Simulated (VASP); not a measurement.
# C (Fd-3m) in VASP: further runs

C is run at these levels: LDA, PBEsol, r2SCAN; tasks: single point.

Program: VASP 6.6.1. These are calculated values, not measurements. Logs are shortened: lines on timing, memory, paths and dates and some standing lists are left out, and cuts for length are marked.

## 1. The cell of the first run

It takes space group Fd-3m (No. 227, cubic). Conventional cell: a = 3.560 Å, b = 3.560 Å, c = 3.560 Å, α = 90.00°, β = 90.00°, γ = 90.00°. C (site symmetry -43m) has 4 C at 1.54 Å within 2.1 Å.

## 2. Single point, LDA

The input, INCAR:

```
PREC     = Accurate       # precision mode
ENCUT    = 520            # plane-wave cutoff, eV
EDIFF    = 1E-7           # SCF threshold, eV
ISMEAR   = 0              # smearing method
SIGMA    = 0.01           # smearing width, eV
LREAL    = False          # projectors in reciprocal space
LASPH    = True           # aspherical terms in the spheres
NELM     = 100            # most SCF steps
ALGO     = Normal         # electronic algorithm
ISIF     = 2              # what is computed and relaxed
LWAVE    = False          # write WAVECAR
LCHARG   = False          # write CHGCAR
NBANDS   = 11             # bands
```

The input, KPOINTS:

```
regular mesh
0
Gamma
  12 12 12
```

The input, POSCAR:

```
C
1.0
    0.0000000000      1.7801241426      1.7801241426
    1.7801241426      0.0000000000      1.7801241426
    1.7801241426      1.7801241426      0.0000000000
C
2
Direct
    0.0000000000      0.0000000000      0.0000000000
    0.2500000000      0.2500000000      0.2500000000
```

Potentials or basis: VASP PAW LDA potentials, release 64 (C).

Run with:

```sh
> cat potpaw_LDA.64/C/POTCAR > POTCAR
> mpirun -np 1 vasp_std > vasp.out
```

OUTCAR:

```text
PREC = Accurate
   ENCUT = 520
   EDIFF = 1E-7
   ISMEAR = 0
   LREAL = False
   LASPH = True
   NELM = 100
   ISIF = 2

 ion  position               nearest neighbor table
   1  0.000  0.000  0.000-   2 1.54   2 1.54   2 1.54   2 1.54
   2  0.250  0.250  0.250-   1 1.54   1 1.54   1 1.54   1 1.54

  LATTYP: Found a face centered cubic cell.
 ALAT       =     3.5602482852

  Lattice vectors:

 A1 = (   0.0000000000,   1.7801241426,   1.7801241426)
 A2 = (   1.7801241426,   0.0000000000,   1.7801241426)
 A3 = (   1.7801241426,   1.7801241426,   0.0000000000)

Analysis of symmetry for initial positions (statically):
=====================================================================
 Subroutine PRICEL returns:
 Original cell was already a primitive cell.

 Routine SETGRP: Setting up the symmetry group for a
 face centered cubic supercell.

 Subroutine GETGRP returns: Found 48 space group operations
 (whereof 24 operations were pure point group operations)
 out of a pool of 48 trial point group operations.

The static configuration has the point symmetry T_d .
 The point group associated with its full space group is O_h .

Analysis of symmetry for dynamics (positions and initial velocities):
=====================================================================
 Subroutine PRICEL returns:
 Original cell was already a primitive cell.

 Routine SETGRP: Setting up the symmetry group for a
 face centered cubic supercell.

 Subroutine GETGRP returns: Found 48 space group operations
 (whereof 24 operations were pure point group operations)
 out of a pool of 48 trial point group operations.

The dynamic configuration has the point symmetry T_d .
 The point group associated with its full space group is O_h .

 Subroutine INISYM returns: Found 48 space group operations
 (whereof 24 operations are pure point group operations),
 and found     1 'primitive' translations

----------------------------------------------------------------------------------------

                                     Primitive cell

  volume of cell :      11.2819

  direct lattice vectors                    reciprocal lattice vectors
     0.000000000  1.780124143  1.780124143    -0.280879287  0.280879287  0.280879287
     1.780124143  0.000000000  1.780124143     0.280879287 -0.280879287  0.280879287
     1.780124143  1.780124143  0.000000000     0.280879287  0.280879287 -0.280879287

  length of vectors
     2.517475705  2.517475705  2.517475705     0.486497196  0.486497196  0.486497196

  position of ions in fractional coordinates (direct lattice)
[... 82 lines left out ...]
   NSW    =      0    number of steps for IOM
   IBRION =     -1    ionic relax: 0-MD 1-quasi-New 2-CG
   NFREE  =      0    steps in history (QN), initial steepest desc. (CG)
   ISIF   =      2    stress and relaxation
   ISYM   =      2    0-nonsym 1-usesym 2-fastsym
   POTIM  = 0.5000    time-step for ionic-motion
   TEBEG  =    0.0;   TEEND  =   0.0 temperature during run
   PSTRESS=    0.0 pullay stress
   NELECT =       8.0000    total number of electrons
   NUPDOWN=      -1.0000    fix difference up-down
   EMIN   =  10.00;   EMAX   =-10.00  energy-range for DOS
   EFERMI =   0.00;   METHOD = LEGACY
   ISMEAR =     0;   SIGMA  =   0.01  broadening in eV -4-tet -1-fermi 0-gaus
   EFERMI_NEDOS =   21; number of points for ismear=-14 and -15
   IALGO  =     38    algorithm
   IMIX   =      4    mixing-type and parameters
     AMIX     =   0.40;   BMIX     =  1.00
     AMIX_MAG =   1.60;   BMIX_MAG =  1.00
  volume/ion in A,a.u.               =       5.64        38.07
  Fermi-wavevector in a.u.,A,eV,Ry     =   1.459860  2.758735 28.996616  2.131191
  Thomas-Fermi vector in A             =   2.576377
   LORBIT       =      0    0 simple, 1 ext, 2 COOP (PROOUT), +10 PAW based schemes
   GGA     = CA    functional components
   LHFCALC =     F    Hartree Fock is set to
   AEXX    =    0.0000 exact exchange contribution
   IVDW    =     0    specifies the selected vdW correction
   LEPSILON=     F    determine dielectric tensor
   LRPA    =     F    only Hartree local field effects (RPA)
 non-spin polarized calculation
 Gauss-broadening in eV      SIGMA  =   0.01
  energy-cutoff  :      520.00
  volume of cell :       11.28
 maximum number of plane-waves:       313
   NGX =  9   NGY =  9   NGZ =  9

 number of electron       7.9999999 magnetization

 Free energy of the ion-electron system (eV)
  ---------------------------------------------------
  ext. energy  EPLUGINS =         0.00000000
  ---------------------------------------------------
  free energy    TOTEN  =       -20.23917536 eV

  energy without entropy =      -20.23917536  energy(sigma->0) =      -20.23917536

 E-fermi :   9.8953     XC(G=0): -13.5261

 val. band max:        9.8039503184   @ k =   0.0000   0.0000   0.0000
 cond. band min:      13.9404320172   @ k =   0.3333   0.3333   0.0000
 fundamental gap:      4.1364816988
 Fermi energy:         9.8952751476

 k-point     1 :       0.0000    0.0000    0.0000
  band No.  band energies     occupation
      1     -11.5877      2.00000
      2       9.8039      2.00000
      3       9.8039      2.00000
      4       9.8040      2.00000
      5      15.3618      0.00000
      6      15.3618      0.00000
      7      15.3618      0.00000
      8      23.4856      0.00000
      9      28.8792      0.00000
     10      36.4949      0.00000
     11      36.4949      0.00000
[... 309 lines left out ...]
 k-point    24 :      -0.4167    0.1667    0.0000
  band No.  band energies     occupation
      1      -5.3271      2.00000
      2      -2.7392      2.00000
      3       4.3495      2.00000
      4       6.2071      2.00000
      5      17.3004      0.00000
      6      19.9851      0.00000
      7      21.1303      0.00000
      8      25.1155      0.00000
      9      29.0249      0.00000
     10      33.9210      0.00000
     11      34.1616      0.00000

 [... further k-points ...]
[... 5 lines left out ...]
  --------------------------------------------------------------------------------------
  -------------------------------------------------------------------------------------
  Total       -0.6544592     -0.6544592     -0.6544592      0.0000000     -0.0000000     -0.0000000
  in kB      -92.9420627    -92.9420627    -92.9420627      0.0000000     -0.0000000     -0.0000000
  external PRESSURE =     -92.9420627 kB  Pullay stress =       0.0000000 kB

 VOLUME and BASIS-vectors are now :
 -----------------------------------------------------------------------------
  energy-cutoff  :      520.00
  volume of cell :       11.28
      direct lattice vectors                 reciprocal lattice vectors
     0.000000000  1.780124143  1.780124143    -0.280879287  0.280879287  0.280879287
     1.780124143  0.000000000  1.780124143     0.280879287 -0.280879287  0.280879287
     1.780124143  1.780124143  0.000000000     0.280879287  0.280879287 -0.280879287

 POSITION                                       TOTAL-FORCE (eV/Angst)
 -----------------------------------------------------------------------------------
      0.00000      0.00000      0.00000        -0.000000     -0.000000     -0.000000
      0.89006      0.89006      0.89006         0.000000      0.000000      0.000000
 -----------------------------------------------------------------------------------
    total drift:                                0.000000      0.000000      0.000000

  FREE ENERGIE OF THE ION-ELECTRON SYSTEM (eV)
  ---------------------------------------------------
  free  energy   TOTEN  =       -20.2391753628 eV

  energy  without entropy=      -20.2391753628  energy(sigma->0) =      -20.23917536
```

OSZICAR:

```text
N       E                     dE             d eps       ncg     rms          rms(c)
DAV:   1    -0.185508501151E+01   -0.18551E+01   -0.48303E+03  1643   0.721E+02
DAV:   2    -0.206948569185E+02   -0.18840E+02   -0.18389E+02  2066   0.123E+02
DAV:   3    -0.210525636469E+02   -0.35771E+00   -0.35694E+00  1827   0.130E+01
DAV:   4    -0.210532281582E+02   -0.66451E-03   -0.66450E-03  1721   0.717E-01
DAV:   5    -0.210532290960E+02   -0.93780E-06   -0.93781E-06  1788   0.246E-02    0.573E+00
DAV:   6    -0.204498937846E+02    0.60334E+00   -0.32103E-01  1626   0.393E+00    0.333E+00
DAV:   7    -0.202393353549E+02    0.21056E+00   -0.38214E-01  1713   0.430E+00    0.723E-01
DAV:   8    -0.202391884985E+02    0.14686E-03   -0.94300E-03  1665   0.798E-01    0.286E-02
DAV:   9    -0.202391737432E+02    0.14755E-04   -0.36072E-05  1781   0.468E-02    0.206E-02
DAV:  10    -0.202391754354E+02   -0.16922E-05   -0.21960E-06  1719   0.122E-02    0.487E-03
DAV:  11    -0.202391753628E+02    0.72635E-07   -0.94146E-08  1348   0.232E-03
   1 F= -.20239175E+02 E0= -.20239175E+02  d E =-.588074E-41
```

stdout:

```text
POSCAR found type information on POSCAR C
 POSCAR found :  1 types and       2 ions
 scaLAPACK will be used
 LDA part: xc-table for (Slater(with rela. corr.)+CA(PZ))
 , standard interpolation
 POSCAR, INCAR and KPOINTS ok, starting setup
 FFT: planning ... GRIDC
 FFT: planning ... GRID_SOFT
 FFT: planning ... GRID
 WAVECAR not read
 entering main loop
```

It took 5.2 s on 1 thread of Intel Xeon Platinum 8488C (Sapphire Rapids), shared host; peak memory 0.11 GiB.

Results:

| Quantity | Value |
| --- | --- |
| Free energy | -20.2392 eV |
| Pressure | -9.3 GPa |
| Band gap on the k mesh | 4.14 eV, indirect (least direct gap 5.56 eV) |

## 3. Single point, PBEsol

This run uses another cell than the first one, of 5.61 Å³/atom, 0.995 times its volume.

The input, INCAR:

```
SYSTEM = C
ALGO = Normal
EDIFF = 1E-7
ENCUT = 520
GGA = PS
ISIF = 2
ISMEAR = -1
LASPH = .True.
LCHARG = .False.
LREAL = .False.
LWAVE = .False.
NBANDS = 11
NELM = 80
PREC = Accurate
SIGMA = 0.02
```

The input, KPOINTS:

```
k-points
0
Gamma
  12 12 12
  0 0 0
```

The input, POSCAR:

```
C
1.0
    0.0000000000      1.7769045550      1.7769045550
    1.7769045550      0.0000000000      1.7769045550
    1.7769045550      1.7769045550      0.0000000000
C
2
Direct
    0.0000000000      0.0000000000      0.0000000000
    0.2500000000      0.2500000000      0.2500000000
```

Potentials or basis: VASP PAW PBE potentials, release 64 (C).

Run with:

```sh
> cat potpaw_PBE.64/C/POTCAR > POTCAR
> mpirun -np 1 vasp_std > vasp.out
```

OUTCAR:

```text
SYSTEM = C
   EDIFF = 1E-7
   ENCUT = 520
   GGA = PS
   ISIF = 2
   ISMEAR = -1
   LASPH = .True.
   LREAL = .False.
   NELM = 80
   PREC = Accurate

 ion  position               nearest neighbor table
   1  0.000  0.000  0.000-   2 1.54   2 1.54   2 1.54   2 1.54
   2  0.250  0.250  0.250-   1 1.54   1 1.54   1 1.54   1 1.54

  LATTYP: Found a face centered cubic cell.
 ALAT       =     3.5538091100

  Lattice vectors:

 A1 = (   0.0000000000,   1.7769045550,   1.7769045550)
 A2 = (   1.7769045550,   0.0000000000,   1.7769045550)
 A3 = (   1.7769045550,   1.7769045550,   0.0000000000)
[... 513 lines left out ...]
      7      21.1882      0.00000
      8      25.3369      0.00000
      9      29.2220      0.00000
     10      34.0077      0.00000
     11      34.4773      0.00000

 [... further k-points ...]
[... 5 lines left out ...]
  --------------------------------------------------------------------------------------
  -------------------------------------------------------------------------------------
  Total        0.0774464      0.0774464      0.0774464     -0.0000000      0.0000000      0.0000000
  in kB       11.0583360     11.0583360     11.0583360     -0.0000000      0.0000000      0.0000000
  external PRESSURE =      11.0583360 kB  Pullay stress =       0.0000000 kB

 VOLUME and BASIS-vectors are now :
 -----------------------------------------------------------------------------
  energy-cutoff  :      520.00
  volume of cell :       11.22
      direct lattice vectors                 reciprocal lattice vectors
     0.000000000  1.776904555  1.776904555    -0.281388214  0.281388214  0.281388214
     1.776904555  0.000000000  1.776904555     0.281388214 -0.281388214  0.281388214
     1.776904555  1.776904555  0.000000000     0.281388214  0.281388214 -0.281388214

 POSITION                                       TOTAL-FORCE (eV/Angst)
 -----------------------------------------------------------------------------------
      0.00000      0.00000      0.00000        -0.000000     -0.000000     -0.000000
      0.88845      0.88845      0.88845         0.000000      0.000000      0.000000
 -----------------------------------------------------------------------------------
    total drift:                                0.000000      0.000000      0.000000

  FREE ENERGIE OF THE ION-ELECTRON SYSTEM (eV)
  ---------------------------------------------------
  free  energy   TOTEN  =       -19.2497003180 eV

  energy  without entropy=      -19.2497003180  energy(sigma->0) =      -19.24970032
```

OSZICAR:

```text
N       E                     dE             d eps       ncg     rms          rms(c)
DAV:   1    -0.121227235079E+01   -0.12123E+01   -0.48703E+03  1627   0.724E+02
DAV:   2    -0.195928550942E+02   -0.18381E+02   -0.17673E+02  2090   0.120E+02
DAV:   3    -0.199337543448E+02   -0.34090E+00   -0.34020E+00  1865   0.127E+01
DAV:   4    -0.199342442122E+02   -0.48987E-03   -0.48986E-03  1692   0.619E-01
DAV:   5    -0.199342447632E+02   -0.55093E-06   -0.55092E-06  1818   0.192E-02    0.567E+00
DAV:   6    -0.194260510750E+02    0.50819E+00   -0.26070E-01  1614   0.354E+00    0.335E+00
DAV:   7    -0.192490992202E+02    0.17695E+00   -0.31279E-01  1722   0.392E+00    0.705E-01
DAV:   8    -0.192496742900E+02   -0.57507E-03   -0.75804E-03  1665   0.686E-01    0.295E-02
DAV:   9    -0.192496921597E+02   -0.17870E-04   -0.15023E-05  1884   0.350E-02    0.216E-02
DAV:  10    -0.192497004769E+02   -0.83172E-05   -0.34978E-06  1698   0.164E-02    0.449E-03
DAV:  11    -0.192497003267E+02    0.15016E-06   -0.95179E-08  1887   0.264E-03    0.381E-04
DAV:  12    -0.192497003180E+02    0.87547E-08   -0.28812E-09   843   0.528E-04
   1 F= -.19249700E+02 E0= -.19249700E+02  d E =-.203631E-10
```

stdout:

```text
POSCAR found type information on POSCAR C
 POSCAR found :  1 types and       2 ions
 scaLAPACK will be used
 -----------------------------------------------------------------------------
|                                                                             |
|                                                                             |
|     You enforced a specific xc type in the INCAR file but a different       |
|     I HOPE YOU KNOW WHAT YOU ARE DOING!                                     |
|                                                                             |
 -----------------------------------------------------------------------------

 LDA part: xc-table for (Slater+PW92), standard interpolation
 POSCAR, INCAR and KPOINTS ok, starting setup
 FFT: planning ... GRIDC
 FFT: planning ... GRID_SOFT
 FFT: planning ... GRID
 WAVECAR not read
 entering main loop
```

Wall time 7.2 s (1 thread of Intel Xeon Platinum 8488C (Sapphire Rapids), shared host); peak memory 0.11 GiB.

Results:

| Property | Result |
| --- | --- |
| Free energy | -19.2497 eV |
| Pressure | 1.1 GPa |
| Band gap on the k mesh | 4.06 eV, indirect (least direct gap 5.57 eV) |

Caveat: the PAW data sets were made with another functional, which shifts forces and pressure a little. A k mesh can miss the band edges.

## 4. Single point, r2SCAN

The input, POSCAR:

```
C
1.0
    0.0000000000      1.7801241426      1.7801241426
    1.7801241426      0.0000000000      1.7801241426
    1.7801241426      1.7801241426      0.0000000000
C
2
Direct
    0.0000000000      0.0000000000      0.0000000000
    0.2500000000      0.2500000000      0.2500000000
```

The input, INCAR.step1:

```
PREC = Accurate ; ENCUT = 520
ISMEAR = -1 ; SIGMA = 0.02
LREAL = F ; LASPH = T
NELM = 100 ; NBANDS = 11
GGA = PE ; ALGO = Normal
EDIFF = 1E-4 ; LWAVE = T
LCHARG = F
```

The input, INCAR.step2:

```
PREC = Accurate ; ENCUT = 520
EDIFF = 1E-7 ; ISMEAR = -1
SIGMA = 0.02 ; LREAL = F
LASPH = T ; NELM = 100
ALGO = Normal ; ISIF = 2
LWAVE = F ; LCHARG = F
METAGGA = R2SCAN ; LMIXTAU = T
NBANDS = 11 ; ISTART = 1
```

The input, KPOINTS:

```
regular mesh
0
Gamma
  12 12 12
```

Run with:

```sh
> cat potpaw_PBE.64/C/POTCAR > POTCAR
> cp INCAR.step1 INCAR
> mpirun -np 1 vasp_std > vasp.out
> cp INCAR.step2 INCAR
> mpirun -np 1 vasp_std > vasp.out
```

Run time: 27 s. Hardware: 1 thread of Intel Xeon Platinum 8488C (Sapphire Rapids), shared host; peak memory 0.12 GiB.

The run converged. Its results:

* Free energy: -19.6572 eV
* Pressure: 1.1 GPa
* Band gap on the k mesh: 4.36 eV, indirect (least direct gap 5.85 eV)

Levels at points of the mesh, in eV from the valence-band top:
```csv
k point,band 2,band 3,band 4,band 5,band 6,band 7
"(0.00, 0.00, 0.00)",0.00,0.00,0.00,5.85,5.85,5.85
"(0.50, 0.00, 0.00)",-14.11,-2.99,-2.99,8.90,8.90,9.20
"(0.50, 0.50, 0.00)",-13.63,-6.69,-6.69,5.01,5.01,17.96
```

Caveat: the PAW data sets were made with another functional, which shifts forces and pressure a little. r2SCAN opens gaps a little over a GGA but as a rule still falls short of measured ones.

## 5. Single point, r2SCAN

POSCAR is that of step 4.

The input, INCAR.step1:

```
ALGO = Normal
EDIFF = 1E-4
ENCUT = 520
GGA = PE
ISMEAR = 0
LASPH = T
LCHARG = F
LREAL = F
LWAVE = T
NBANDS = 11
NELM = 60
PREC = Accurate
SIGMA = 0.01
```

The input, INCAR.step2:

```
ALGO = Normal
EDIFF = 1E-6
ENCUT = 520
ISIF = 2
ISMEAR = 0
ISTART = 1
LASPH = T
LCHARG = F
LMIXTAU = T
LREAL = F
LWAVE = F
METAGGA = R2SCAN
NBANDS = 11
NELM = 60
PREC = Accurate
SIGMA = 0.01
```

The input, KPOINTS:

```
k-points
0
Gamma
  12 12 12
```

Run with:

```sh
> cat potpaw_PBE.64/C/POTCAR > POTCAR
> cp INCAR.step1 INCAR
> mpirun -np 1 vasp_std > vasp.out
> cp INCAR.step2 INCAR
> mpirun -np 1 vasp_std > vasp.out
```

Run time: 22 s. Hardware: 1 thread of Intel Xeon Platinum 8488C (Sapphire Rapids), shared host; peak memory 0.12 GiB.

The run converged. Its results:

```yaml
Free_energy: -19.6572 eV
Pressure: 1.1 GPa
Band_gap_on_the_k_mesh: 4.36 eV, indirect (least direct gap 5.85 eV)
```

Levels at points of the mesh, in eV from the valence-band top:
| k point | band 1 | band 2 | band 3 | band 4 | band 5 | band 6 | band 7 | band 8 |
| --- | --- | --- | --- | --- | --- | --- | --- | --- |
| (0.00, 0.00, 0.00) | -22.77 | 0.00 | 0.00 | 0.00 | 5.85 | 5.85 | 5.85 | 13.95 |
| (0.50, 0.00, 0.00) | -16.79 | -14.11 | -2.99 | -2.99 | 8.90 | 8.90 | 9.20 | 16.75 |
| (0.50, 0.50, 0.00) | -13.63 | -13.63 | -6.69 | -6.69 | 5.01 | 5.01 | 17.96 | 17.96 |

Caveat: the PAW data sets were made with another functional, which shifts forces and pressure a little. r2SCAN opens gaps a little over a GGA but as a rule still falls short of measured ones.

## 6. The runs side by side

```tsv
level	potentials or basis	cell	smearing	gap on the mesh (eV)	pressure (GPa)
LDA	VASP PAW LDA potentials, release 64 (C)	a = 2.517 Å, angles 60.0°, 2 atoms	gaussian 0.01 eV	4.14	-9.3
PBEsol	VASP PAW PBE potentials, release 64 (C)	a = 2.513 Å, angles 60.0°, 2 atoms	fermi-dirac 0.02 eV	4.06	1.1
r2SCAN	VASP PAW PBE potentials, release 64 (C)	a = 2.517 Å, angles 60.0°, 2 atoms	fermi-dirac 0.02 eV	4.36	1.1
r2SCAN	VASP PAW PBE potentials, release 64 (C)	a = 2.517 Å, angles 60.0°, 2 atoms	gaussian 0.01 eV	4.36	1.1
```

Alike in all rows: task single point; no spin polarisation; k mesh 12 × 12 × 12; cutoff (eV) 520.

Caveats: the PAW data sets were made with another functional, which shifts forces and pressure a little (some runs).

Absolute energies hang on the potentials; compare differences alone.
